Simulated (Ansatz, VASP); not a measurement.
## One calculation of Si4O, two programs

INCAR

```
SYSTEM = Si4O
  PREC = Accurate
  ENCUT = 520
  EDIFF = 1E-7
  ISMEAR = 0
  SIGMA = 0.05
  LREAL = .FALSE.
  LASPH = .TRUE.
  NELM = 150
  ALGO = Normal
  ISIF = 2
  LWAVE = .FALSE.
  LCHARG = .FALSE.
  ISPIN = 2
  MAGMOM = 0 0 0 0 2
  LORBIT = 11
  LDIPOL = .TRUE.
  IDIPOL = 3
  DIPOL = 0.5 0.5 0.326
  GGA = PE
  IVDW = 12
  NBANDS = 23
```

KPOINTS

```
Automatic mesh
0
G
  7 7 1
  0 0 0
```

The input POSCAR:

```
Si4O
1.0
    3.8333442603      0.0000000000      0.0000000000
    0.0000000000      3.8333442603      0.0000000000
    0.0000000000      0.0000000000     21.2034818054
Si O
4 1
Direct
    0.0000000000      0.5000000000      0.1886482624
    0.0000000000      0.0000000000      0.2525666261
    0.5000000000      0.0000000000      0.3191936744
    0.5000000000      0.5000000000      0.3821769405
    0.6250000000      1.0000000000      0.4859334849
```

Input for Ansatz:

```yaml
crystal:
  lattice:
    - [3.8333442603, 0.0, 0.0]
    - [0.0, 3.8333442603, 0.0]
    - [0.0, 0.0, 21.2034818054]
  atoms:
    - { symbol: Si, position: [0.0, 0.5, 0.1886482624] }
    - { symbol: Si, position: [0.0, 0.0, 0.2525666261] }
    - { symbol: Si, position: [0.5, 0.0, 0.3191936744] }
    - { symbol: Si, position: [0.5, 0.5, 0.3821769405] }
    - { symbol: O, position: [0.625, 1.0, 0.4859334849], spin: 2.0 }
basis:
  ecutwfc: 420
kpoints:
  mp_grid: { grid: [7, 7, 1] }
hamiltonian:
  xc: pbe
  pseudopotentials: { kind: paw, azcp: { folder: soft_1 } }
  dispersion: d3bj
scf:
  occupations: { method: gaussian, width: 0.05 }
output:
  forces: true
  eigenvalues: true
  populations: true
magnetization:
  spin_polarized: true
efield:
  axis: 3
  dipole_correction: true
  ramp_width: 0.04
```

Alike in both runs: task single point; functional PBE; dispersion D3(BJ); k mesh 7 × 7 × 1; occupations gaussian, width 0.05 eV; collinear spin.

```csv
,VASP,Ansatz
version,VASP 6.6.1,Ansatz 0.2.0
potentials or method,"VASP PAW PBE potentials, release 64 (Si, O), cutoff 520 eV","scalar-relativistic, plane waves, PAW"
valence electrons in the cell,22,22
```

```tsv
	VASP	Ansatz	Ansatz less VASP
gap on the k mesh at the Fermi level (eV)	none	none	-
rms of the force components (eV/Å)	0.472	0.474	+0.0017
net moment per atom (μB)	0.26	0.27	0.000
size of the moment on the site where the two differ most (μB)	1.15	1.42	+0.273
```

Site moments also hang on the region over which each program counts them. Atom by atom the forces differ by 0.003 eV/Å (rms over components). A gap of «none» marks a metal or a gap that the smearing closes.
